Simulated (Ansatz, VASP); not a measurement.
# Cu in VASP and in Ansatz

The input INCAR:

```
PREC = Accurate
ENCUT = 520
EDIFF = 1E-8
ISMEAR = -1
SIGMA = 0.05
LREAL = False
LASPH = True
NELM = 80
ALGO = Normal
ISIF = 2
LWAVE = False
LCHARG = False
LEFG = True
NBANDS = 18
```

KPOINTS

```
Automatic mesh
0
Gamma
  13 13 7
```

The input POSCAR:

```
Cu
1.0
    2.5730649657      0.0000000000      0.0000000000
   -1.2865324828      2.2283396258      0.0000000000
    0.0000000000      0.0000000000      4.1683652444
Cu
2
Direct
    0.3333333333      0.6666666667      0.2500000000
    0.6666666667      0.3333333333      0.7500000000
```

Input for Ansatz:

```yaml
crystal:
  lattice:
    - [2.5730649657, 0.0, 0.0]
    - [-1.2865324828, 2.2283396258, 0.0]
    - [0.0, 0.0, 4.1683652444]
  atoms:
    - { symbol: Cu, position: [0.3333333333, 0.6666666667, 0.25] }
    - { symbol: Cu, position: [0.6666666667, 0.3333333333, 0.75] }
kpoints:
  mp_grid: { grid: [13, 13, 7] }
scf:
  occupations: { method: fermi_dirac, width: 0.05 }
hamiltonian:
  xc: lda
  pseudopotentials: { kind: all_electron, datasets: crystal }
output:
  forces: true
  stress: true
  eigenvalues: true
  efg: { contact_densities: true }
```

Change from the starting cell: shortest bond scaled by 1, crystal datasets.

Alike in both runs: task electric field gradients; functional LDA; k mesh 13 × 13 × 7; occupations fermi-dirac, width 0.05 eV; no spin polarisation.

|  | VASP | Ansatz |
| --- | --- | --- |
| version | VASP 6.6.1 | Ansatz 0.2.0 |
| potentials or method | VASP PAW LDA potentials, release 64 (Cu), cutoff 520 eV | all-electron PAW with datasets made for the crystal, scalar-relativistic |

|  | VASP | Ansatz | Ansatz less VASP |
| --- | --- | --- | --- |
| pressure (GPa) | -13.1 | -14.0 | -0.86 |
| traceless stress, the component that is largest in VASP (GPa) | 2.33 | 2.33 | -0.004 |
| size of Vzz on the site where it differs most (V/Å²) | 5.0 | 4.7 | -0.33 |

LDA's correlation is that of Perdew and Zunger in VASP and of Perdew and Wang (1992) in Ansatz. Ansatz ran all-electron here, and VASP with PAW potentials.
